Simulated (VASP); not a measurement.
A run of VASP 6.6.1:

File INCAR:

```
SYSTEM = SiC
ALGO     = Normal         ! electronic algorithm
EDIFF    = 1E-6           ! SCF threshold, eV
ENCUT    = 520            ! plane-wave cutoff, eV
GGA      = PE             ! functional
ISIF     = 2              ! what is computed and relaxed
ISMEAR   = 0              ! smearing method
LASPH    = .True.         ! aspherical terms in the spheres
LCHARG   = .False.        ! write CHGCAR
LREAL    = .False.        ! projectors in reciprocal space
LWAVE    = .False.        ! write WAVECAR
NBANDS   = 16             ! bands
NELM     = 80             ! most SCF steps
PREC     = Accurate       ! precision mode
SIGMA    = 0.05           ! smearing width, eV
```

File KPOINTS:

```
k-points
0
Gamma
  12 12 6
  0 0 0
```

Contents of POSCAR:

```
SiC
1.0
    3.1791678455      0.0000000000      0.0000000000
   -1.5895839227      2.7532401171      0.0000000000
    0.0000000000      0.0000000000      4.7995896963
Si C
2 2
Direct
    0.3333333333      0.6666666667      0.0045639005
    0.6666666667      0.3333333333      0.5045639005
    0.3333333333      0.6666666667      0.3953555939
    0.6666666667      0.3333333333      0.8953555939
```

Potentials or basis: VASP PAW PBE potentials, release 64 (Si, C).

Command:

```sh
$ cat potpaw_PBE.64/Si/POTCAR potpaw_PBE.64/C/POTCAR > POTCAR
$ mpirun -np 1 vasp_std > vasp.out
```

Hardware: 1 thread of Intel Xeon 6975P-C, on a shared host.

**Question.** How long does it take, and how much memory?

**Answer.** It took 27 s on 1 thread of Intel Xeon 6975P-C, with other jobs on the host, peak memory 0.17 GiB. Counts: scf iterations 12, k points 76.
